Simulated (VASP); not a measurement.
Sb: single point with PBE

Crystal: Sb.

```
Sb
1.0
     2.97617    0.00000    0.00000
     0.00000    2.97617    0.00000
     0.00000    0.00000    2.97617
Sb
1
Direct
  0.00000 0.00000 0.00000
```

This cell differs from its parent crystal: volume scaled by 0.88.

- Program: VASP 6.6.1
- Task: single point
- Functional: PBE
- Potentials or basis: VASP PAW PBE potentials, release 64 (Sb)
- Cutoff: 520 eV
- k mesh: 11 × 11 × 11
- Occupations: fermi-dirac, width 0.1 eV
- Spin: no spin polarisation
- Dipole correction: no
- Further INCAR settings: ALGO = Normal; EDIFF = 1e-06; NBANDS = 8

| Item | Value |
| --- | --- |
| Pressure | 9.8 GPa |

Levels at points of the mesh, in eV from the Fermi level:
```
           k point  band 1  band 2  band 3  band 4  band 5  band 6  band 7
(0.00, 0.00, 0.00)  -13.36    3.63    3.63    3.63    7.10    7.10    9.09
```

It took 3.1 s on 1 thread of Intel(R) Xeon(R) 6975P-C (Granite Rapids), on a shared host, peak memory 0.14 GiB.

Caveat: spin-orbit coupling is left out, which moves the levels of the heavy elements.
